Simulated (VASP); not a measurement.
ZnS, 2 atoms in the cell. Symmetry: F-43m, No. 216, cubic system. Conventional cell: a = 5.475 Å, b = 5.475 Å, c = 5.475 Å, α = 90.00°, β = 90.00°, γ = 90.00°. Zn (site symmetry -43m) has 4 S at 2.37 Å within 3.1 Å. S (site symmetry -43m) has 4 Zn at 2.37 Å within 3.1 Å. 

| Property | Result |
| --- | --- |
| Program | VASP 6.6.1 |
| Task | single point |
| Functional | PBEsol |
| Potentials or basis | VASP PAW PBE potentials, release 64 (Zn, S) |
| Cutoff | 520 eV |
| k mesh | 6 × 6 × 6 |
| Occupations | gaussian, width 0.01 eV |
| Spin | no spin polarisation |
| Dipole correction | no |
| Further INCAR settings | ALGO = Normal; EDIFF = 1e-07; NBANDS = 16 |

Potentials or basis: VASP PAW PBE potentials, release 64 (Zn, S).

Launch:

```console
$ cat potpaw_PBE.64/Zn/POTCAR potpaw_PBE.64/S/POTCAR > POTCAR
$ mpirun -np 1 vasp_std > vasp.out
```

Hardware: 1 thread of AMD EPYC 9R45 96-Core Processor (Zen 5), with other jobs on the host.

Q: How long does it take, and how much memory?

A: It took 7.6 s on 1 thread of AMD EPYC 9R45 96-Core Processor (Zen 5), on a shared host, peak memory 0.13 GiB. Counts: scf iterations 13, k points 16.
